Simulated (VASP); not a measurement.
A run of VASP 6.6.1 is set up as follows.

The input INCAR:

```
SYSTEM = Ge
  PREC = Accurate
  ENCUT = 520
  EDIFF = 1E-6
  ISMEAR = 0
  SIGMA = 0.1
  LREAL = .FALSE.
  LASPH = .TRUE.
  NELM = 60
  ALGO = Normal
  ISIF = 2
  LWAVE = .FALSE.
  LCHARG = .FALSE.
  LDIPOL = .TRUE.
  IDIPOL = 3
  DIPOL = 0.5 0.5 0.500
  GGA = PS
  NBANDS = 51
```

The input KPOINTS:

```
Automatic mesh
0
G
  9 9 1
  0 0 0
```

File POSCAR:

```
Ge
1.0
    3.9969678637      0.0000000000      0.0000000000
   -1.9984839318      3.4614757080      0.0000000000
    0.0000000000      0.0000000000     22.4263442933
Ge
6
Direct
    0.3333333333      0.6666666667      0.3344281128
    0.6666666667      0.3333333333      0.3714372279
    0.6666666667      0.3333333333      0.4814954425
    0.3333333333      0.6666666667      0.5185045575
    0.3333333333      0.6666666667      0.6285627721
    0.6666666667      0.3333333333      0.6655718872
```

Potentials or basis: VASP PAW PBE potentials, release 64 (Ge_d).

Run with:

```console
$ cat potpaw_PBE.64/Ge_d/POTCAR > POTCAR
$ mpirun -np 1 vasp_std > vasp.out
```

Q: Estimate the largest force.

A: 0.309 eV/Å.

Q: Predict the band gap on the k mesh.

A: Zero (bands 42 and 43 overlap by 0.45 eV).

Forces in eV/Å, atoms in the order of the input:
```
Ge   0.000  0.000  0.137
Ge   0.000  0.000 -0.309
Ge   0.000  0.000  0.146
Ge   0.000  0.000 -0.146
Ge   0.000  0.000  0.309
Ge   0.000  0.000 -0.137
```

Caveat: the PAW data sets were made with another functional, which shifts forces and pressure a little.
